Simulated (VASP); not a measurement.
# NbTe (P-6m2) in VASP: further runs

The runs below take NbTe through single point, with PBE, r2SCAN.

All numbers are computed with VASP 6.6.1; they aren't measurements. Logs are shortened: lines on timing, memory, paths and dates and some standing lists are left out, and cuts for length are marked.

### 1 The cell of the first run

Symmetry: P-6m2, No. 187, hexagonal system. Conventional cell: a = 3.703 Å, b = 3.703 Å, c = 3.694 Å, α = 90.00°, β = 90.00°, γ = 120.00°. Within 3.7 Å of Nb (site symmetry -6m2) lie 6 Te at 2.83 Å and 2 Nb at 3.69 Å. Te (site symmetry -6m2) has 6 Nb at 2.83 Å and 2 Te at 3.69 Å within 3.7 Å.

### 2 Single point, PBE

File INCAR:

```
PREC = Accurate
ENCUT = 500
EDIFF = 1E-6
ISMEAR = 0
SIGMA = 0.1
LREAL = F
LASPH = T
NELM = 120
ALGO = Normal
ISIF = 2
LWAVE = F
LCHARG = F
GGA = PE
NBANDS = 16
ISYM = 0
GGA_COMPAT = F
```

File KPOINTS:

```
Automatic mesh
0
Gamma
  3 3 2
  0.25 0.25 0.25
```

File POSCAR:

```
NbTe
1.0
    3.7029743866      0.0000000000      0.0000000000
   -1.8514871933      3.2068698884      0.0000000000
    0.0000000000      0.0000000000      3.6942110000
Nb Te
1 1
Direct
    0.0000000000      0.0000000000      0.5000000000
    0.6666666667      0.3333333333      0.0000000000
```

Potentials or basis: VASP PAW PBE potentials, release 64 (Nb_sv, Te).

Run with:

```bash
cat potpaw_PBE.64/Nb_sv/POTCAR potpaw_PBE.64/Te/POTCAR > POTCAR
mpirun -np 1 vasp_std > vasp.out
```

OUTCAR:

```text
PREC = Accurate
   ENCUT = 500
   EDIFF = 1E-6
   ISMEAR = 0
   LREAL = F
   LASPH = T
   NELM = 120
   ISIF = 2
   GGA = PE
   ISYM = 0

 ion  position               nearest neighbor table
   1  0.000  0.000  0.500-   2 2.83   2 2.83   2 2.83   2 2.83   2 2.83   2 2.83
   2  0.667  0.333  0.000-   1 2.83   1 2.83   1 2.83   1 2.83   1 2.83   1 2.83

IMPORTANT INFORMATION: All symmetrisations will be switched off!
NOSYMM: (Re-)initialisation of all symmetry stuff for point group C_1.

----------------------------------------------------------------------------------------

                                     Primitive cell

  volume of cell :      43.8686

  direct lattice vectors                    reciprocal lattice vectors
     3.702974387  0.000000000  0.000000000     0.270053178  0.155915275  0.000000000
    -1.851487193  3.206869888  0.000000000     0.000000000  0.311830550  0.000000000
     0.000000000  0.000000000  3.694211000     0.000000000  0.000000000  0.270693796

  length of vectors
     3.702974387  3.702974387  3.694211000     0.311830550  0.311830550  0.270693796

  position of ions in fractional coordinates (direct lattice)
     0.000000000  0.000000000  0.500000000
     0.666666667  0.333333333  0.000000000

  ion indices of the primitive-cell ions
   primitive index   ion index
                 1           1
                 2           2

----------------------------------------------------------------------------------------

 KPOINTS: Automatic mesh

Automatic generation of k-mesh.
 Grid dimensions read from file:
 generate k-points for:    3    3    2

 Generating k-lattice:

  Cartesian coordinates                     Fractional coordinates (reciprocal lattice)
     0.090017726  0.051971758  0.000000000     0.333333333  0.000000000  0.000000000
     0.000000000  0.103943517  0.000000000     0.000000000  0.333333333  0.000000000
     0.000000000  0.000000000  0.135346898     0.000000000  0.000000000  0.500000000

  Length of vectors
     0.103943517  0.103943517  0.135346898

  Shift w.r.t. Gamma in fractional coordinates (k-lattice)
     0.250000000  0.250000000  0.250000000

 Subroutine IBZKPT returns following result:
 ===========================================

 Found    108 irreducible k-points:

 Following reciprocal coordinates:
            Coordinates               Weight
  0.083333  0.083333  0.125000      2.000000
 -0.083333  0.166667  0.125000      2.000000
 -0.166667  0.083333  0.125000      2.000000
 -0.083333 -0.083333  0.125000      2.000000
  0.083333 -0.166667  0.125000      2.000000
  0.166667 -0.083333  0.125000      2.000000
[... 16 lines left out ...]
  0.083333  0.166667  0.125000      2.000000
 -0.166667  0.250000  0.125000      2.000000
 [... further k-points ...]
   k-points           NKPTS =    108   k-points in BZ     NKDIM =    108   number of bands    NBANDS=     16
   number of dos      NEDOS =    301   number of ions     NIONS =      2
   total plane-waves  NPLWV =  21952
   dimension x,y,z NGX =    28 NGY =   28 NGZ =   28
   dimension x,y,z NGXF=    56 NGYF=   56 NGZF=   56
   ions per type =               1   1
   NGX,Y,Z   is equivalent  to a cutoff of  12.57, 12.57, 12.60 a.u.
   NGXF,Y,Z  is equivalent  to a cutoff of  25.14, 25.14, 25.20 a.u.
 SYSTEM =  unknown system
   PREC   = accura    normal or accurate (medium, high low for compatibility)
   ISTART =      0    job   : 0-new  1-cont  2-samecut
   ICHARG =      2    charge: 1-file 2-atom 10-const
   ISPIN  =      1    spin polarized calculation?
   LNONCOLLINEAR =      F non collinear calculations
   LSORBIT =      F    spin-orbit coupling
   LASPH  =      T    aspherical Exc in radial PAW
   ENCUT  =  500.0 eV  36.75 Ry    6.06 a.u.   6.75  6.75  6.74*2*pi/ulx,y,z
   NELM   =    120;   NELMIN=  2; NELMDL= -5     # of ELM steps
   EDIFF  = 0.1E-05   stopping-criterion for ELM
   LREAL  =      F    real-space projection
   EDIFFG = 0.1E-04   stopping-criterion for IOM
   NSW    =      0    number of steps for IOM
   IBRION =     -1    ionic relax: 0-MD 1-quasi-New 2-CG
   NFREE  =      0    steps in history (QN), initial steepest desc. (CG)
   ISIF   =      2    stress and relaxation
   ISYM   =      0    0-nonsym 1-usesym 2-fastsym
   POTIM  = 0.5000    time-step for ionic-motion
   TEBEG  =    0.0;   TEEND  =   0.0 temperature during run
   PSTRESS=    0.0 pullay stress
   NELECT =      19.0000    total number of electrons
   NUPDOWN=      -1.0000    fix difference up-down
   EMIN   =  10.00;   EMAX   =-10.00  energy-range for DOS
   EFERMI =   0.00;   METHOD = LEGACY
   ISMEAR =     0;   SIGMA  =   0.10  broadening in eV -4-tet -1-fermi 0-gaus
   EFERMI_NEDOS =   21; number of points for ismear=-14 and -15
   IALGO  =     38    algorithm
   IMIX   =      4    mixing-type and parameters
     AMIX     =   0.40;   BMIX     =  1.00
     AMIX_MAG =   1.60;   BMIX_MAG =  1.00
  volume/ion in A,a.u.               =      21.93       148.02
  Fermi-wavevector in a.u.,A,eV,Ry     =   1.238630  2.340671 20.874103  1.534203
  Thomas-Fermi vector in A             =   2.373147
   LORBIT       =      0    0 simple, 1 ext, 2 COOP (PROOUT), +10 PAW based schemes
   GGA     = PE    functional components
   LHFCALC =     F    Hartree Fock is set to
   AEXX    =    0.0000 exact exchange contribution
   IVDW    =     0    specifies the selected vdW correction
   LEPSILON=     F    determine dielectric tensor
   LRPA    =     F    only Hartree local field effects (RPA)
 non-spin polarized calculation
 Gauss-broadening in eV      SIGMA  =   0.10
  energy-cutoff  :      500.00
  volume of cell :       43.87
 maximum number of plane-waves:      1124
   NGX = 13   NGY = 13   NGZ = 13

 number of electron      18.9999998 magnetization

 Free energy of the ion-electron system (eV)
  ---------------------------------------------------
  ext. energy  EPLUGINS =         0.00000000
  ---------------------------------------------------
  free energy    TOTEN  =       -13.70740363 eV

  energy without entropy =      -13.70714914  energy(sigma->0) =      -13.70727639

 E-fermi :  10.8968     XC(G=0): -11.2805

 val. band max:       10.7082774629   @ k =   0.1667  -0.0833   0.1250
 cond. band min:      11.0776010591   @ k =  -0.1667  -0.4167   0.1250
 fundamental gap:      0.3693235962
 Fermi energy:        10.8968459308

 k-point     1 :       0.0833    0.0833    0.1250
  band No.  band energies     occupation
      1     -44.5946      2.00000
      2     -20.8306      2.00000
      3     -20.6028      2.00000
      4     -20.5843      2.00000
      5      -2.8345      2.00000
      6       6.9108      2.00000
[... 8 lines left out ...]
     15      16.9136      0.00000
     16      18.7060      0.00000

 k-point     2 :      -0.0833    0.1667    0.1250
  band No.  band energies     occupation
      1     -44.5946      2.00000
      2     -20.8306      2.00000
      3     -20.6028      2.00000
      4     -20.5843      2.00000
      5      -2.8345      2.00000
      6       6.9108      2.00000
[... 8 lines left out ...]
     15      16.9136      0.00000
     16      18.7060      0.00000

 k-point     3 :      -0.1667    0.0833    0.1250
  band No.  band energies     occupation
      1     -44.5946      2.00000
      2     -20.8306      2.00000
      3     -20.6028      2.00000
      4     -20.5843      2.00000
      5      -2.8345      2.00000
      6       6.9108      2.00000
[... 8 lines left out ...]
     15      16.9136      0.00000
     16      18.7060      0.00000

 k-point     4 :      -0.0833   -0.0833    0.1250
  band No.  band energies     occupation
      1     -44.5946      2.00000
      2     -20.8306      2.00000
      3     -20.6028      2.00000
      4     -20.5843      2.00000
      5      -2.8345      2.00000
      6       6.9108      2.00000
[... 8 lines left out ...]
     15      16.9136      0.00000
     16      18.7060      0.00000

 k-point     5 :       0.0833   -0.1667    0.1250
  band No.  band energies     occupation
      1     -44.5946      2.00000
      2     -20.8306      2.00000
      3     -20.6028      2.00000
      4     -20.5843      2.00000
      5      -2.8345      2.00000
      6       6.9108      2.00000
[... 8 lines left out ...]
     15      16.9136      0.00000
     16      18.7060      0.00000

 k-point     6 :       0.1667   -0.0833    0.1250
  band No.  band energies     occupation
      1     -44.5946      2.00000
      2     -20.8306      2.00000
      3     -20.6028      2.00000
      4     -20.5843      2.00000
      5      -2.8345      2.00000
      6       6.9108      2.00000
[... 8 lines left out ...]
     15      16.9136      0.00000
     16      18.7060      0.00000
[... 267 lines left out ...]
 k-point    21 :       0.1667   -0.2500    0.1250
  band No.  band energies     occupation
      1     -44.5927      2.00000
      2     -20.8253      2.00000
      3     -20.6301      2.00000
      4     -20.5921      2.00000
      5      -2.5433      2.00000
      6       6.1864      2.00000
[... 8 lines left out ...]
     15      17.1845      0.00000
     16      19.0327      0.00000

 k-point    22 :       0.2500   -0.0833    0.1250
  band No.  band energies     occupation
      1     -44.5927      2.00000
      2     -20.8253      2.00000
      3     -20.6301      2.00000
      4     -20.5921      2.00000
      5      -2.5433      2.00000
      6       6.1864      2.00000
[... 8 lines left out ...]
     15      17.1845      0.00000
     16      19.0327      0.00000

 k-point    23 :       0.0833    0.1667    0.1250
  band No.  band energies     occupation
      1     -44.5927      2.00000
      2     -20.8253      2.00000
      3     -20.6301      2.00000
      4     -20.5921      2.00000
      5      -2.5433      2.00000
      6       6.1864      2.00000
[... 8 lines left out ...]
     15      17.1845      0.00000
     16      19.0327      0.00000

 k-point    24 :      -0.1667    0.2500    0.1250
  band No.  band energies     occupation
      1     -44.5927      2.00000
      2     -20.8253      2.00000
      3     -20.6301      2.00000
      4     -20.5921      2.00000
      5      -2.5433      2.00000
      6       6.1864      2.00000
[... 8 lines left out ...]
     15      17.1845      0.00000
     16      19.0327      0.00000

 [... further k-points ...]
[... 5 lines left out ...]
  --------------------------------------------------------------------------------------
  -------------------------------------------------------------------------------------
  Total       -0.3242785     -0.3242743     -0.5294664     -0.0000013     -0.0000014      0.0000027
  in kB      -11.8433599    -11.8432097    -19.3372733     -0.0000461     -0.0000520      0.0000976
  external PRESSURE =     -14.3412809 kB  Pullay stress =       0.0000000 kB

 VOLUME and BASIS-vectors are now :
 -----------------------------------------------------------------------------
  energy-cutoff  :      500.00
  volume of cell :       43.87
      direct lattice vectors                 reciprocal lattice vectors
     3.702974387  0.000000000  0.000000000     0.270053178  0.155915275  0.000000000
    -1.851487193  3.206869888  0.000000000     0.000000000  0.311830550  0.000000000
     0.000000000  0.000000000  3.694211000     0.000000000  0.000000000  0.270693796

 POSITION                                       TOTAL-FORCE (eV/Angst)
 -----------------------------------------------------------------------------------
      0.00000      0.00000      1.84711        -0.000000      0.000001      0.000001
      1.85149      1.06896      0.00000         0.000000     -0.000001     -0.000001
 -----------------------------------------------------------------------------------
    total drift:                               -0.000000      0.000002      0.000001

  FREE ENERGIE OF THE ION-ELECTRON SYSTEM (eV)
  ---------------------------------------------------
  free  energy   TOTEN  =       -13.7074036289 eV

  energy  without entropy=      -13.7071491449  energy(sigma->0) =      -13.70727639
```

It took 1.7 min on 1 thread of Intel Xeon 8259CL, shared host; peak memory 0.21 GiB.

Results:

```yaml
Free_energy: -13.7074 eV
Pressure: -1.4 GPa
```

Stress tensor (GPa, compression positive):
```
-1.18  0.00  0.00
 0.00 -1.18  0.00
 0.00  0.00 -1.93
```

Levels at points of the mesh, in eV from the Fermi level:
```csv
k point,band 6,band 7,band 8,band 9,band 10,band 11,band 12,band 13
"(0.08, 0.08, 0.12)",-3.99,-3.81,-2.91,-1.78,-0.19,0.61,1.89,2.48
```

Caveat: the k points lie up to 0.85 Å⁻¹ apart; spin-orbit coupling is left out, which moves the levels of the heavy elements.

(Part 1 of 2 ends here.)
